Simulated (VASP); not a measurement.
Write the native input for VASP 6.6.1 that does the following.

```yaml
Task: single point
Functional: PBE
Potentials_or_basis: VASP PAW PBE potentials, release 64 (Pb_d, Se)
Cutoff: 520 eV
k_mesh: 8 × 8 × 6
Occupations: gaussian, width 0.05 eV
Spin: no spin polarisation
Dipole_correction: no
Further_INCAR_settings: ALGO = Normal; EDIFF = 1e-06; NBANDS = 28
```

The structure of PbSe lies in POSCAR:

```
PbSe
1.0
    4.2709919997      0.0000000000      0.0000000000
   -2.1354959999      3.6987875711      0.0184939379
    0.0000000000      0.0382200701      7.6440140151
Pb Se
2 2
Direct
    0.3333333333      0.6666666667      0.2500000000
    0.6666666667      0.3333333333      0.7500000000
    0.0000000000      0.0000000000      0.0000000000
    0.0000000000      0.0000000000      0.5000000000
```

These files were run (other wordings do the same):

INCAR

```
SYSTEM = PbSe
PREC = Accurate
ENCUT = 520
EDIFF = 1E-6
ISMEAR = 0
SIGMA = 0.05
LREAL = .FALSE.
LASPH = .TRUE.
NELM = 60
ALGO = Normal
ISIF = 2
LWAVE = .FALSE.
LCHARG = .TRUE.
GGA = PE
LELF = .TRUE.
LVHAR = .TRUE.
NBANDS = 28
```

KPOINTS

```
regular mesh
0
G
  8 8 6
  0 0 0
```

Potentials or basis: VASP PAW PBE potentials, release 64 (Pb_d, Se).

Run with:

```sh
$ cat potpaw_PBE.64/Pb_d/POTCAR potpaw_PBE.64/Se/POTCAR > POTCAR
$ mpirun -np 1 vasp_std > vasp.out
```

Results of the run:

| Property | Result |
| --- | --- |
| Pressure | 0.0 GPa |
| Band gap on the k mesh | 0.21 eV (least direct gap 0.26 eV) |

Caveat: spin-orbit coupling is left out, which moves the levels of the heavy elements.

It took 4.5 min on 1 thread of Intel(R) Xeon(R) Platinum 8375C CPU @ 2.90GHz (Ice Lake) (shared host), peak memory 0.47 GiB.
